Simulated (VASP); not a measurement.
# BAs (F-43m) in VASP: notebook, part 2 of 2

VASP 6.6.1.

### 4 Single point, PBE

This run uses another cell than the first one, of 13.90 Å³/atom, 1.020 times its volume.

File INCAR:

```
ALGO = Normal
EDIFF = 1E-7
ENCUT = 520
GGA = PE
ISIF = 2
ISMEAR = 0
LASPH = T
LCHARG = T
LELF = T
LREAL = F
LVHAR = T
LWAVE = F
NBANDS = 11
NELM = 80
PREC = Accurate
SIGMA = 0.02
```

File KPOINTS:

```
k-points
0
Gamma
  10 10 10
```

File POSCAR:

```
BAs
1.0
    0.0000000000      2.4044111691      2.4044111691
    2.4044111691      0.0000000000      2.4044111691
    2.4044111691      2.4044111691      0.0000000000
B As
1 1
Direct
    0.0000000000      0.0000000000      0.0000000000
    0.2500000000      0.2500000000      0.2500000000
```

Potentials or basis: VASP PAW PBE potentials, release 64 (B, As).

The run is started by

```
$ cat potpaw_PBE.64/B/POTCAR potpaw_PBE.64/As/POTCAR > POTCAR
$ mpirun -np 1 vasp_std > vasp.out
```

OUTCAR:

```text
EDIFF = 1E-7
   ENCUT = 520
   GGA = PE
   ISIF = 2
   ISMEAR = 0
   LASPH = T
   LREAL = F
   NELM = 80
   PREC = Accurate

 ion  position               nearest neighbor table
   1  0.000  0.000  0.000-   2 2.08   2 2.08   2 2.08   2 2.08
   2  0.250  0.250  0.250-   1 2.08   1 2.08   1 2.08   1 2.08

  LATTYP: Found a face centered cubic cell.
 ALAT       =     4.8088223382

  Lattice vectors:

 A1 = (   0.0000000000,   2.4044111691,   2.4044111691)
 A2 = (   2.4044111691,   0.0000000000,   2.4044111691)
 A3 = (   2.4044111691,   2.4044111691,   0.0000000000)

Analysis of symmetry for initial positions (statically):
=====================================================================
 Subroutine PRICEL returns:
 Original cell was already a primitive cell.

 Routine SETGRP: Setting up the symmetry group for a
 face centered cubic supercell.

 Subroutine GETGRP returns: Found 24 space group operations
 (whereof 24 operations were pure point group operations)
 out of a pool of 48 trial point group operations.

The static configuration has the point symmetry T_d .

Analysis of symmetry for dynamics (positions and initial velocities):
=====================================================================
 Subroutine PRICEL returns:
 Original cell was already a primitive cell.

 Routine SETGRP: Setting up the symmetry group for a
 face centered cubic supercell.

 Subroutine GETGRP returns: Found 24 space group operations
 (whereof 24 operations were pure point group operations)
 out of a pool of 48 trial point group operations.

The dynamic configuration has the point symmetry T_d .

 Subroutine INISYM returns: Found 24 space group operations
 (whereof 24 operations are pure point group operations),
 and found     1 'primitive' translations

----------------------------------------------------------------------------------------

                                     Primitive cell

  volume of cell :      27.8007

  direct lattice vectors                    reciprocal lattice vectors
     0.000000000  2.404411169  2.404411169    -0.207951122  0.207951122  0.207951122
     2.404411169  0.000000000  2.404411169     0.207951122 -0.207951122  0.207951122
     2.404411169  2.404411169  0.000000000     0.207951122  0.207951122 -0.207951122

  length of vectors
     3.400350885  3.400350885  3.400350885     0.360181909  0.360181909  0.360181909

  position of ions in fractional coordinates (direct lattice)
     0.000000000  0.000000000  0.000000000
     0.250000000  0.250000000  0.250000000

  ion indices of the primitive-cell ions
   primitive index   ion index
                 1           1
                 2           2

----------------------------------------------------------------------------------------

 KPOINTS: k-points

Automatic generation of k-mesh.
 Grid dimensions read from file:
 generate k-points for:   10   10   10

 Generating k-lattice:

  Cartesian coordinates                     Fractional coordinates (reciprocal lattice)
    -0.020795112  0.020795112  0.020795112     0.100000000  0.000000000  0.000000000
     0.020795112 -0.020795112  0.020795112     0.000000000  0.100000000  0.000000000
     0.020795112  0.020795112 -0.020795112     0.000000000  0.000000000  0.100000000

  Length of vectors
     0.036018191  0.036018191  0.036018191

  Shift w.r.t. Gamma in fractional coordinates (k-lattice)
     0.000000000  0.000000000  0.000000000

 Subroutine IBZKPT returns following result:
 ===========================================

 Found     47 irreducible k-points:

 Following reciprocal coordinates:
            Coordinates               Weight
  0.000000  0.000000  0.000000      1.000000
  0.100000  0.000000  0.000000      8.000000
  0.200000  0.000000  0.000000      8.000000
  0.300000  0.000000  0.000000      8.000000
  0.400000  0.000000  0.000000      8.000000
  0.500000  0.000000  0.000000      4.000000
[... 16 lines left out ...]
  0.300000  0.300000  0.000000      6.000000
  0.400000  0.300000  0.000000     24.000000
 [... further k-points ...]
   k-points           NKPTS =     47   k-points in BZ     NKDIM =     47   number of bands    NBANDS=     11
   number of dos      NEDOS =    301   number of ions     NIONS =      2
   total plane-waves  NPLWV =  21952
   dimension x,y,z NGX =    28 NGY =   28 NGZ =   28
   dimension x,y,z NGXF=    56 NGYF=   56 NGZF=   56
   ions per type =               1   1
   NGX,Y,Z   is equivalent  to a cutoff of  13.69, 13.69, 13.69 a.u.
   NGXF,Y,Z  is equivalent  to a cutoff of  27.38, 27.38, 27.38 a.u.
 SYSTEM =  unknown system
   PREC   = accura    normal or accurate (medium, high low for compatibility)
   ISTART =      0    job   : 0-new  1-cont  2-samecut
   ICHARG =      2    charge: 1-file 2-atom 10-const
   ISPIN  =      1    spin polarized calculation?
   LNONCOLLINEAR =      F non collinear calculations
   LSORBIT =      F    spin-orbit coupling
   LASPH  =      T    aspherical Exc in radial PAW
   ENCUT  =  520.0 eV  38.22 Ry    6.18 a.u.   6.32  6.32  6.32*2*pi/ulx,y,z
   NELM   =     80;   NELMIN=  2; NELMDL= -5     # of ELM steps
   EDIFF  = 0.1E-06   stopping-criterion for ELM
   LREAL  =      F    real-space projection
   EDIFFG = 0.1E-05   stopping-criterion for IOM
   NSW    =      0    number of steps for IOM
   IBRION =     -1    ionic relax: 0-MD 1-quasi-New 2-CG
   NFREE  =      0    steps in history (QN), initial steepest desc. (CG)
   ISIF   =      2    stress and relaxation
   ISYM   =      2    0-nonsym 1-usesym 2-fastsym
   POTIM  = 0.5000    time-step for ionic-motion
   TEBEG  =    0.0;   TEEND  =   0.0 temperature during run
   PSTRESS=    0.0 pullay stress
   NELECT =       8.0000    total number of electrons
   NUPDOWN=      -1.0000    fix difference up-down
   EMIN   =  10.00;   EMAX   =-10.00  energy-range for DOS
   EFERMI =   0.00;   METHOD = LEGACY
   ISMEAR =     0;   SIGMA  =   0.02  broadening in eV -4-tet -1-fermi 0-gaus
   EFERMI_NEDOS =   21; number of points for ismear=-14 and -15
   IALGO  =     38    algorithm
   IMIX   =      4    mixing-type and parameters
     AMIX     =   0.40;   BMIX     =  1.00
     AMIX_MAG =   1.60;   BMIX_MAG =  1.00
  volume/ion in A,a.u.               =      13.90        93.80
  Fermi-wavevector in a.u.,A,eV,Ry     =   1.080818  2.042451 15.893898  1.168169
  Thomas-Fermi vector in A             =   2.216819
   LORBIT       =      0    0 simple, 1 ext, 2 COOP (PROOUT), +10 PAW based schemes
   GGA     = PE    functional components
   LHFCALC =     F    Hartree Fock is set to
   AEXX    =    0.0000 exact exchange contribution
   IVDW    =     0    specifies the selected vdW correction
   LEPSILON=     F    determine dielectric tensor
   LRPA    =     F    only Hartree local field effects (RPA)
 non-spin polarized calculation
 Gauss-broadening in eV      SIGMA  =   0.02
  energy-cutoff  :      520.00
  volume of cell :       27.80
 maximum number of plane-waves:       763
 NGX is ok and might be reduce to    28
   NGX = 13   NGY = 13   NGZ = 13

 number of electron       8.0000000 magnetization

 Free energy of the ion-electron system (eV)
  ---------------------------------------------------
  ext. energy  EPLUGINS =         0.00000000
  ---------------------------------------------------
  free energy    TOTEN  =       -11.41339581 eV

  energy without entropy =      -11.41339581  energy(sigma->0) =      -11.41339581

 E-fermi :   6.0367     XC(G=0): -10.4982

 val. band max:        5.9081932766   @ k =   0.0000   0.0000   0.0000
 cond. band min:       7.1040995674   @ k =   0.4000   0.4000   0.0000
 fundamental gap:      1.1959062908
 Fermi energy:         6.0366520540

 k-point     1 :       0.0000    0.0000    0.0000
  band No.  band energies     occupation
      1      -9.3128      2.00000
      2       5.9082      2.00000
      3       5.9082      2.00000
      4       5.9082      2.00000
      5       9.1600      0.00000
      6       9.1600      0.00000
      7       9.1600      0.00000
      8      10.3430      0.00000
      9      15.3955      0.00000
     10      18.7786      0.00000
     11      18.7786      0.00000
[... 309 lines left out ...]
 k-point    24 :       0.4000    0.3000    0.0000
  band No.  band energies     occupation
      1      -6.7230      2.00000
      2      -0.4964      2.00000
      3       2.0141      2.00000
      4       2.4938      2.00000
      5       7.6147      0.00000
      6       9.2964      0.00000
      7      14.6029      0.00000
      8      14.8464      0.00000
      9      17.7886      0.00000
     10      21.4724      0.00000
     11      21.6506      0.00000

 [... further k-points ...]
[... 5 lines left out ...]
  --------------------------------------------------------------------------------------
  -------------------------------------------------------------------------------------
  Total        0.1105816      0.1105816      0.1105816     -0.0000000     -0.0000000     -0.0000000
  in kB        6.3729022      6.3729022      6.3729022     -0.0000000     -0.0000000     -0.0000000
  external PRESSURE =       6.3729022 kB  Pullay stress =       0.0000000 kB

 VOLUME and BASIS-vectors are now :
 -----------------------------------------------------------------------------
  energy-cutoff  :      520.00
  volume of cell :       27.80
      direct lattice vectors                 reciprocal lattice vectors
     0.000000000  2.404411169  2.404411169    -0.207951122  0.207951122  0.207951122
     2.404411169  0.000000000  2.404411169     0.207951122 -0.207951122  0.207951122
     2.404411169  2.404411169  0.000000000     0.207951122  0.207951122 -0.207951122

 POSITION                                       TOTAL-FORCE (eV/Angst)
 -----------------------------------------------------------------------------------
      0.00000      0.00000      0.00000         0.000000      0.000000     -0.000000
      1.20221      1.20221      1.20221        -0.000000     -0.000000      0.000000
 -----------------------------------------------------------------------------------
    total drift:                               -0.000000     -0.000000     -0.000000

  FREE ENERGIE OF THE ION-ELECTRON SYSTEM (eV)
  ---------------------------------------------------
  free  energy   TOTEN  =       -11.4133958062 eV

  energy  without entropy=      -11.4133958062  energy(sigma->0) =      -11.41339581
```

Wall time 16 s (1 thread of Intel Xeon Platinum 8375C at 2.90GHz (Ice Lake), shared host); peak memory 0.16 GiB.

What came out:

| Property | Result |
| --- | --- |
| Free energy | -11.4134 eV |
| Pressure | 0.6 GPa |
| Band gap on the k mesh | 1.20 eV, indirect (least direct gap 3.25 eV) |

A k mesh can miss the band edges. As with any semilocal functional, this PBE gap is likely too small.

### 5 Relaxation of cell and atoms, PBE

File INCAR:

```
SYSTEM = BAs
PREC = Accurate
ENCUT = 600
EDIFF = 1E-6
ISMEAR = 0
SIGMA = 0.02
LREAL = .False.
LASPH = .True.
NELM = 100
ALGO = Normal
ISIF = 3
LWAVE = .False.
LCHARG = .False.
GGA = PE
IBRION = 2
NSW = 100
EDIFFG = -0.01
```

File KPOINTS:

```
Automatic mesh
0
Gamma
  10 10 10
  0 0 0
```

File POSCAR:

```
BAs
1.0
    0.0000000000      2.3884999800      2.3884999800
    2.3884999800      0.0000000000      2.3884999800
    2.3884999800      2.3884999800      0.0000000000
B As
1 1
Direct
    0.0000000000      0.0000000000      0.0000000000
    0.2500000000      0.2500000000      0.2500000000
```

Potentials or basis: VASP PAW PBE potentials, release 64 (B, As).

The run is started by

```
$ cat potpaw_PBE.64/B/POTCAR potpaw_PBE.64/As/POTCAR > POTCAR
$ mpirun -np 1 vasp_std > vasp.out
```

OUTCAR:

```text
SYSTEM = BAs
   PREC = Accurate
   ENCUT = 600
   EDIFF = 1E-6
   ISMEAR = 0
   LREAL = .False.
   LASPH = .True.
   NELM = 100
   ISIF = 3
   GGA = PE
   IBRION = 2
   NSW = 100
   EDIFFG = -0.01

 ion  position               nearest neighbor table
   1  0.000  0.000  0.000-   2 2.07   2 2.07   2 2.07   2 2.07
   2  0.250  0.250  0.250-   1 2.07   1 2.07   1 2.07   1 2.07

  LATTYP: Found a face centered cubic cell.
 ALAT       =     4.7769999600

  Lattice vectors:

 A1 = (   0.0000000000,   2.3884999800,   2.3884999800)
 A2 = (   2.3884999800,   0.0000000000,   2.3884999800)
 A3 = (   2.3884999800,   2.3884999800,   0.0000000000)

Analysis of symmetry for initial positions (statically):
=====================================================================
 Subroutine PRICEL returns:
[... 250 lines left out ...]
  free energy    TOTEN  =       -11.41438462 eV

  energy without entropy =      -11.41438462  energy(sigma->0) =      -11.41438462

 E-fermi :   5.9593     XC(G=0): -10.4778

 val. band max:        5.8570519545   @ k =   0.0000   0.0000   0.0000
 cond. band min:       7.0580328390   @ k =   0.4000   0.4000   0.0000
 fundamental gap:      1.2009808845
 Fermi energy:         5.9593323013

 k-point     1 :       0.0000    0.0000    0.0000
  band No.  band energies     occupation
      1      -9.3216      2.00000
      2       5.8571      2.00000
      3       5.8571      2.00000
      4       5.8571      2.00000
      5       9.1031      0.00000
      6       9.1031      0.00000
      7       9.1031      0.00000
      8      10.2334      0.00000
[... 243 lines left out ...]
 k-point    24 :       0.4000    0.3000    0.0000
  band No.  band energies     occupation
      1      -6.7446      2.00000
      2      -0.5348      2.00000
      3       1.9824      2.00000
      4       2.4596      2.00000
      5       7.5662      0.00000
      6       9.2436      0.00000
      7      14.5190      0.00000
      8      14.7646      0.00000

 [... further k-points ...]
[... 5 lines left out ...]
  --------------------------------------------------------------------------------------
  -------------------------------------------------------------------------------------
  Total        0.0010312      0.0010312      0.0010312     -0.0000000      0.0000000      0.0000000
  in kB        0.0591533      0.0591533      0.0591533     -0.0000000      0.0000000      0.0000000
  external PRESSURE =       0.0591533 kB  Pullay stress =       0.0000000 kB
[... 17 lines left out ...]
  FREE ENERGIE OF THE ION-ELECTRON SYSTEM (eV)
  ---------------------------------------------------
  free  energy   TOTEN  =       -11.4143846225 eV

  energy  without entropy=      -11.4143846225  energy(sigma->0) =      -11.41438462

 reached required accuracy - stopping structural energy minimisation
```

Wall time 24 s (1 thread of Intel Xeon Platinum 8375C at 2.90GHz (Ice Lake), shared host); peak memory 0.17 GiB.

Results:

```yaml
Free_energy: -11.4144 eV
Relaxed_volume: 13.97 Å³/atom
Relaxed_cell: a = 3.406 Å, b = 3.406 Å, c = 3.406 Å, α = 60.00°, β = 60.00°, γ = 60.00°
Space_group_after_relaxing_to_0.05_Å: F-43m (No. 216)
Energy_gained_by_relaxing: 3.5 meV/atom
Ionic_steps: 3
Pressure_after_relaxing: 0.0 GPa
Band_gap_on_the_k_mesh: 1.20 eV, indirect (least direct gap 3.25 eV)
```

Step by step:
| step | energy change (eV) | largest force (eV/Å) | pressure (GPa) | volume (Å³) |
| --- | --- | --- | --- | --- |
| 1 | 0.0000 | 0.0000 | 3.42 | 27.25 |
| 2 | -0.0037 | 0.0000 | -2.18 | 28.42 |
| 3 | -0.0071 | 0.0000 | 0.01 | 27.93 |

Final structure:
```cif
data_structure
_symmetry_space_group_name_H-M 'P 1'
_symmetry_Int_Tables_number 1
_cell_length_a 3.4057
_cell_length_b 3.4057
_cell_length_c 3.4057
_cell_angle_alpha 60.000
_cell_angle_beta 60.000
_cell_angle_gamma 60.000
_cell_volume 27.93
loop_
_atom_site_label
_atom_site_type_symbol
_atom_site_fract_x
_atom_site_fract_y
_atom_site_fract_z
_atom_site_occupancy
B1 B 0.00000 0.00000 0.00000 1
As1 As 0.25000 0.25000 0.25000 1
```

Levels at points of the mesh, in eV from the valence-band top:
| k point | band 1 | band 2 | band 3 | band 4 | band 5 | band 6 | band 7 | band 8 |
| --- | --- | --- | --- | --- | --- | --- | --- | --- |
| (0.00, 0.00, 0.00) | -15.18 | 0.00 | 0.00 | 0.00 | 3.25 | 3.25 | 3.25 | 4.38 |
| (0.50, 0.00, 0.00) | -12.40 | -8.61 | -1.78 | -1.78 | 2.55 | 4.75 | 4.75 | 8.82 |
| (0.50, 0.50, 0.00) | -11.12 | -8.39 | -3.98 | -3.98 | 1.46 | 1.46 | 11.13 | 11.13 |

A k mesh can miss the band edges. PBE usually gives volumes a little too large and moduli too small.

### 6 Summary

```tsv
task	cell	k mesh	cutoff (eV)	smearing	gap on the mesh (eV)	pressure (GPa)
single point	a = 3.378 Å, angles 60.0°, 2 atoms	6 × 6 × 6	520	gaussian 0.1 eV	1.27	3.5
single point	a = 3.400 Å, angles 60.0°, 2 atoms	10 × 10 × 10	520	gaussian 0.02 eV	1.20	0.6
relaxation of cell and atoms	relaxed from a = 3.378 Å, angles 60.0°, 2 atoms	10 × 10 × 10	600	gaussian 0.02 eV	1.20	0.0
```

Alike in all rows: level PBE; potentials or basis VASP PAW PBE potentials, release 64 (B, As); no spin polarisation.

Absolute energies hang on the potentials; compare differences alone.
